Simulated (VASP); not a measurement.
A run of VASP 6.6.1 is set up as follows.

File POSCAR:

```
InP3
1.0
    3.7414989627      2.1601554333      3.5461377058
   -3.7414989627      2.1601554333      3.5461377058
    0.0000000000     -4.3203108666      3.5461377058
In P
2 6
Direct
    0.2702519987      0.2702519987      0.2702519987
    0.7297480013      0.7297480013      0.7297480013
    0.7982893840      0.2446976857      0.7982893840
    0.7982893840      0.7982893840      0.2446976857
    0.2446976857      0.7982893840      0.7982893840
    0.2017106160      0.7553023143      0.2017106160
    0.7553023143      0.2017106160      0.2017106160
    0.2017106160      0.2017106160      0.7553023143
```

File INCAR.step1:

```
PREC = Accurate
ENCUT = 520
ISMEAR = 0
SIGMA = 0.15
LREAL = False
LASPH = True
NELM = 100
NBANDS = 38
GGA = PE
ALGO = Normal
EDIFF = 1E-4
LWAVE = True
LCHARG = False
```

The input INCAR.step2:

```
PREC = Accurate
ENCUT = 520
EDIFF = 1E-7
ISMEAR = 0
SIGMA = 0.15
LREAL = False
LASPH = True
NELM = 100
ALGO = Normal
ISIF = 2
LWAVE = False
LCHARG = True
METAGGA = R2SCAN
LMIXTAU = True
LELF = True
LVHAR = True
NBANDS = 38
ISTART = 1
```

File KPOINTS:

```
Automatic mesh
0
Gamma
  6 6 6
```

Potentials or basis: VASP PAW PBE potentials, release 64 (In_d, P).

The run is started by

```sh
$ cat potpaw_PBE.64/In_d/POTCAR potpaw_PBE.64/P/POTCAR > POTCAR
$ cp INCAR.step1 INCAR
$ mpirun -np 1 vasp_std > vasp.out
$ cp INCAR.step2 INCAR
$ mpirun -np 1 vasp_std > vasp.out
```

Question: What does it give for the band gap on the k mesh?

Answer: Zero (bands 28 and 29 overlap by 0.70 eV).

Question: Estimate the pressure.

Answer: -3.2 GPa.

Question: Estimate the largest force.

Answer: 0.606 eV/Å.

Stress tensor (GPa, compression positive):
```
-2.21  0.00  0.00
 0.00 -2.21  0.00
 0.00  0.00 -5.29
```

Caveat: the cell differs from its parent crystal (strain +0.0525 x Voigt [0, 0, 1, 0, 0, 0]); the cell stands under tension; semilocal functionals underestimate gaps, and a narrow one can read as zero; the PAW data sets were made with another functional, which shifts forces and pressure a little; spin-orbit coupling is left out, which moves the levels of the heavy elements.
